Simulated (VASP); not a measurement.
# Bi (Im-3m) in VASP: density of states with PBEsol

Aim: the density of states of Bi with PBEsol.

Program: VASP 6.6.1. These are calculated values, not measurements. Logs are shortened: lines on timing, memory, paths and dates and some standing lists are left out, and cuts for length are marked.

## Step 1: The cell of the first run

The structure is cubic, space group Im-3m (No. 229). The conventional cell has a = 4.068 Å, b = 4.068 Å, c = 4.068 Å, α = 90.00°, β = 90.00°, γ = 90.00°. Bi (site symmetry m-3m) has 14 Bi at 3.52 to 4.07 Å within 4.6 Å.

## Step 2: Density of states, PBEsol

POSCAR reads:

```
Bi
1.0
   -2.0338450000      2.0338450000      2.0338450000
    2.0338450000     -2.0338450000      2.0338450000
    2.0338450000      2.0338450000     -2.0338450000
Bi
1
Direct
    0.0000000000      0.0000000000      0.0000000000
```

INCAR.step1 reads:

```
PREC = Accurate
ENCUT = 400
EDIFF = 1E-6
ISMEAR = -1
SIGMA = 0.1
LREAL = F
LASPH = T
NELM = 120
ALGO = Normal
ISIF = 2
LWAVE = F
LCHARG = T
GGA = PS
NBANDS = 14
GGA_COMPAT = F
NEDOS = 2001
LORBIT = 11
```

KPOINTS.step1 reads:

```
regular mesh
0
Gamma
  12 12 12
```

INCAR.step2 reads:

```
PREC = Accurate
ENCUT = 400
EDIFF = 1E-6
ISMEAR = -5
SIGMA = 0.1
LREAL = F
LASPH = T
NELM = 120
ALGO = Normal
ISIF = 2
LWAVE = F
LCHARG = F
GGA = PS
LORBIT = 11
NBANDS = 14
NEDOS = 1001
ICHARG = 11
GGA_COMPAT = F
```

KPOINTS.step2 reads:

```
regular mesh
0
Gamma
  18 18 18
```

Potentials or basis: VASP PAW PBE potentials, release 64 (Bi_d).

Command:

```console
$ cat potpaw_PBE.64/Bi_d/POTCAR > POTCAR
$ cp INCAR.step1 INCAR
$ cp KPOINTS.step1 KPOINTS
$ mpirun -np 1 vasp_std > vasp.out
$ cp INCAR.step2 INCAR
$ cp KPOINTS.step2 KPOINTS
$ mpirun -np 1 vasp_std > vasp.out
```

OUTCAR:

```text
PREC = Accurate
   ENCUT = 400
   EDIFF = 1E-6
   ISMEAR = -5
   LREAL = F
   LASPH = T
   NELM = 120
   ISIF = 2
   GGA = PS
   LORBIT = 11
   ICHARG = 11

 ion  position               nearest neighbor table
   1  0.000  0.000  0.000-

  LATTYP: Found a body centered cubic cell.
 ALAT       =     4.0676900000

  Lattice vectors:

 A1 = (  -2.0338450000,   2.0338450000,   2.0338450000)
 A2 = (   2.0338450000,  -2.0338450000,   2.0338450000)
 A3 = (   2.0338450000,   2.0338450000,  -2.0338450000)

Analysis of symmetry for initial positions (statically):
=====================================================================
 Subroutine PRICEL returns:
 Original cell was already a primitive cell.

 Routine SETGRP: Setting up the symmetry group for a
 body centered cubic supercell.

 Subroutine GETGRP returns: Found 48 space group operations
 (whereof 48 operations were pure point group operations)
 out of a pool of 48 trial point group operations.

The static configuration has the point symmetry O_h .

Analysis of symmetry for dynamics (positions and initial velocities):
=====================================================================
 Subroutine PRICEL returns:
 Original cell was already a primitive cell.

 Routine SETGRP: Setting up the symmetry group for a
 body centered cubic supercell.

 Subroutine GETGRP returns: Found 48 space group operations
 (whereof 48 operations were pure point group operations)
 out of a pool of 48 trial point group operations.

The dynamic configuration has the point symmetry O_h .

 Subroutine INISYM returns: Found 48 space group operations
 (whereof 48 operations are pure point group operations),
 and found     1 'primitive' translations

----------------------------------------------------------------------------------------

                                     Primitive cell

  volume of cell :      33.6522

  direct lattice vectors                    reciprocal lattice vectors
    -2.033845000  2.033845000  2.033845000     0.000000000  0.245839776  0.245839776
     2.033845000 -2.033845000  2.033845000     0.245839776  0.000000000  0.245839776
     2.033845000  2.033845000 -2.033845000     0.245839776  0.245839776  0.000000000

  length of vectors
     3.522722875  3.522722875  3.522722875     0.347669946  0.347669946  0.347669946

  position of ions in fractional coordinates (direct lattice)
     0.000000000  0.000000000  0.000000000

  ion indices of the primitive-cell ions
   primitive index   ion index
                 1           1

----------------------------------------------------------------------------------------

 KPOINTS: regular mesh

Automatic generation of k-mesh.
 Grid dimensions read from file:
 generate k-points for:   18   18   18

 Generating k-lattice:

  Cartesian coordinates                     Fractional coordinates (reciprocal lattice)
     0.000000000  0.013657765  0.013657765     0.055555556  0.000000000  0.000000000
     0.013657765  0.000000000  0.013657765     0.000000000  0.055555556  0.000000000
     0.013657765  0.013657765  0.000000000     0.000000000  0.000000000  0.055555556

  Length of vectors
     0.019314997  0.019314997  0.019314997

  Shift w.r.t. Gamma in fractional coordinates (k-lattice)
     0.000000000  0.000000000  0.000000000

 TETIRR: Found   6794 inequivalent tetrahedra from    34992

 Subroutine IBZKPT returns following result:
 ===========================================

 Found    195 irreducible k-points:

 Following reciprocal coordinates:
            Coordinates               Weight
  0.000000  0.000000  0.000000      1.000000
  0.055556  0.000000  0.000000     12.000000
  0.111111  0.000000  0.000000     12.000000
  0.166667  0.000000  0.000000     12.000000
  0.222222  0.000000  0.000000     12.000000
  0.277778  0.000000  0.000000     12.000000
[... 16 lines left out ...]
  0.333333  0.111111  0.000000     48.000000
  0.388889  0.111111  0.000000     48.000000
 [... further k-points ...]
   k-points           NKPTS =    195   k-points in BZ     NKDIM =    195   number of bands    NBANDS=     14
   number of dos      NEDOS =   1001   number of ions     NIONS =      1
   total plane-waves  NPLWV =  13824
   dimension x,y,z NGX =    24 NGY =   24 NGZ =   24
   dimension x,y,z NGXF=    48 NGYF=   48 NGZF=   48
   ions per type =               1
   NGX,Y,Z   is equivalent  to a cutoff of  11.33, 11.33, 11.33 a.u.
   NGXF,Y,Z  is equivalent  to a cutoff of  22.65, 22.65, 22.65 a.u.
 SYSTEM =  unknown system
   PREC   = accura    normal or accurate (medium, high low for compatibility)
   ISTART =      0    job   : 0-new  1-cont  2-samecut
   ICHARG =     11    charge: 1-file 2-atom 10-const
   ISPIN  =      1    spin polarized calculation?
   LNONCOLLINEAR =      F non collinear calculations
   LSORBIT =      F    spin-orbit coupling
   LASPH  =      T    aspherical Exc in radial PAW
   ENCUT  =  400.0 eV  29.40 Ry    5.42 a.u.   5.74  5.74  5.74*2*pi/ulx,y,z
   NELM   =    120;   NELMIN=  2; NELMDL=  0     # of ELM steps
   EDIFF  = 0.1E-05   stopping-criterion for ELM
   LREAL  =      F    real-space projection
   EDIFFG = 0.1E-04   stopping-criterion for IOM
   NSW    =      0    number of steps for IOM
   IBRION =     -1    ionic relax: 0-MD 1-quasi-New 2-CG
   NFREE  =      0    steps in history (QN), initial steepest desc. (CG)
   ISIF   =      2    stress and relaxation
   ISYM   =      2    0-nonsym 1-usesym 2-fastsym
   POTIM  = 0.5000    time-step for ionic-motion
   TEBEG  =    0.0;   TEEND  =   0.0 temperature during run
   PSTRESS=    0.0 pullay stress
   NELECT =      15.0000    total number of electrons
   NUPDOWN=      -1.0000    fix difference up-down
   EMIN   =  10.00;   EMAX   =-10.00  energy-range for DOS
   EFERMI =   0.00;   METHOD = LEGACY
   ISMEAR =    -5;   SIGMA  =   0.10  broadening in eV -4-tet -1-fermi 0-gaus
   EFERMI_NEDOS =   21; number of points for ismear=-14 and -15
   IALGO  =     38    algorithm
   IMIX   =      4    mixing-type and parameters
     AMIX     =   0.40;   BMIX     =  1.00
     AMIX_MAG =   1.60;   BMIX_MAG =  1.00
  volume/ion in A,a.u.               =      33.65       227.10
  Fermi-wavevector in a.u.,A,eV,Ry     =   1.250549  2.363195 21.277783  1.563873
  Thomas-Fermi vector in A             =   2.384538
   LORBIT       =     11    0 simple, 1 ext, 2 COOP (PROOUT), +10 PAW based schemes
   GGA     = PS    functional components
   LHFCALC =     F    Hartree Fock is set to
   AEXX    =    0.0000 exact exchange contribution
   IVDW    =     0    specifies the selected vdW correction
   LEPSILON=     F    determine dielectric tensor
   LRPA    =     F    only Hartree local field effects (RPA)
 non-spin polarized calculation
 Fermi weights with tetrahedron method with Bloechl corrections
  energy-cutoff  :      400.00
  volume of cell :       33.65
 maximum number of plane-waves:       627

 number of electron      15.0000011 magnetization

 Free energy of the ion-electron system (eV)
  ---------------------------------------------------
  ext. energy  EPLUGINS =         0.00000000
  ---------------------------------------------------
  free energy    TOTEN  =        -4.15209443 eV

  energy without entropy =       -4.15209443  energy(sigma->0) =       -4.15209443

 E-fermi :   6.7995     XC(G=0): -10.0727

 val. band max:        6.8677349802   @ k =  -0.3889   0.3889   0.2222
 cond. band min:       6.7369533908   @ k =   0.2222   0.1667   0.1667
 fundamental gap:     -0.1307815894
 Fermi energy:         6.7994693088

 k-point     1 :       0.0000    0.0000    0.0000
  band No.  band energies     occupation
      1     -16.0997      2.00000
      2     -16.0997      2.00000
      3     -16.0997      2.00000
      4     -15.9994      2.00000
      5     -15.9994      2.00000
      6      -6.2167      2.00000
      7      11.3808      0.00000
      8      11.3808      0.00000
      9      11.3808      0.00000
     10      14.9446      0.00000
     11      17.2463      0.00000
     12      17.2463      0.00000
     13      17.2463      0.00000
     14      18.0213      0.00000

 k-point     2 :       0.0556    0.0000    0.0000
  band No.  band energies     occupation
      1     -16.1006      2.00000
      2     -16.0980      2.00000
      3     -16.0948      2.00000
      4     -16.0004      2.00000
      5     -15.9995      2.00000
      6      -6.1659      2.00000
      7      10.7778      0.00000
      8      11.2260      0.00000
      9      11.3399      0.00000
     10      15.3875      0.00000
     11      16.5884      0.00000
     12      16.8051      0.00000
     13      17.1260      0.00000
     14      18.2522      0.00000

 k-point     3 :       0.1111    0.0000    0.0000
  band No.  band energies     occupation
      1     -16.1031      2.00000
      2     -16.0933      2.00000
      3     -16.0808      2.00000
      4     -16.0033      2.00000
      5     -16.0001      2.00000
      6      -6.0143      2.00000
      7       9.5180      0.00000
      8      10.8241      0.00000
      9      11.2200      0.00000
     10      15.3107      0.00000
     11      16.2031      0.00000
     12      16.7172      0.00000
     13      16.9459      0.00000
     14      18.8890      0.00000
[... 324 lines left out ...]
 k-point    23 :       0.3333    0.1111    0.0000
  band No.  band energies     occupation
      1     -16.1177      2.00000
      2     -16.0710      2.00000
      3     -16.0109      2.00000
      4     -16.0068      2.00000
      5     -15.9586      2.00000
      6      -3.9875      2.00000
      7       3.2355      2.00000
      8       7.5393     -0.07547
      9       9.6099      0.00000
     10      13.5570      0.00000
     11      15.5450      0.00000
     12      17.3921      0.00000
     13      20.0394      0.00000
     14      22.8114      0.00000

 k-point    24 :       0.3889    0.1111    0.0000
  band No.  band energies     occupation
      1     -16.1199      2.00000
      2     -16.0713      2.00000
      3     -16.0088      2.00000
      4     -16.0063      2.00000
      5     -15.9469      2.00000
      6      -3.6416      2.00000
      7       2.5912      2.00000
      8       7.3162      0.00470
      9       9.4899      0.00000
     10      13.4055      0.00000
     11      15.4823      0.00000
     12      17.8948      0.00000
     13      19.6954      0.00000
     14      22.9966      0.00000

 [... further k-points ...]
[... 5 lines left out ...]
  --------------------------------------------------------------------------------------
  -------------------------------------------------------------------------------------
  Total       -1.0481371     -1.0481371     -1.0481371      0.0000000     -0.0000000      0.0000000
  in kB      -49.9016778    -49.9016778    -49.9016778      0.0000000     -0.0000000      0.0000000
  external PRESSURE =     -49.9016778 kB  Pullay stress =       0.0000000 kB

 VOLUME and BASIS-vectors are now :
 -----------------------------------------------------------------------------
  energy-cutoff  :      400.00
  volume of cell :       33.65
      direct lattice vectors                 reciprocal lattice vectors
    -2.033845000  2.033845000  2.033845000     0.000000000  0.245839776  0.245839776
     2.033845000 -2.033845000  2.033845000     0.245839776  0.000000000  0.245839776
     2.033845000  2.033845000 -2.033845000     0.245839776  0.245839776  0.000000000

 POSITION                                       TOTAL-FORCE (eV/Angst)
 -----------------------------------------------------------------------------------
      0.00000      0.00000      0.00000        -0.000000      0.000000      0.000000
 -----------------------------------------------------------------------------------
    total drift:                               -0.000000     -0.000000     -0.000000

  FREE ENERGIE OF THE ION-ELECTRON SYSTEM (eV)
  ---------------------------------------------------
  free  energy   TOTEN  =        -4.1520944259 eV

  energy  without entropy=       -4.1520944259  energy(sigma->0) =       -4.15209443

 total charge

# of ion       s       p       d       tot
------------------------------------------
    1        1.549   1.220   9.912  12.681
```

Wall time 21 s (1 thread of Intel Xeon 6975P-C (Granite Rapids), shared host); peak memory 0.18 GiB.

What came out:

```yaml
Valence_electrons_inside_the_program's_atomic_spheres: Bi 12.68
```

Caveat: the PAW data sets were made with another functional, which shifts forces and pressure a little; spin-orbit coupling is left out, which moves the levels of the heavy elements; tetrahedron occupations give inexact forces and stress in metals.
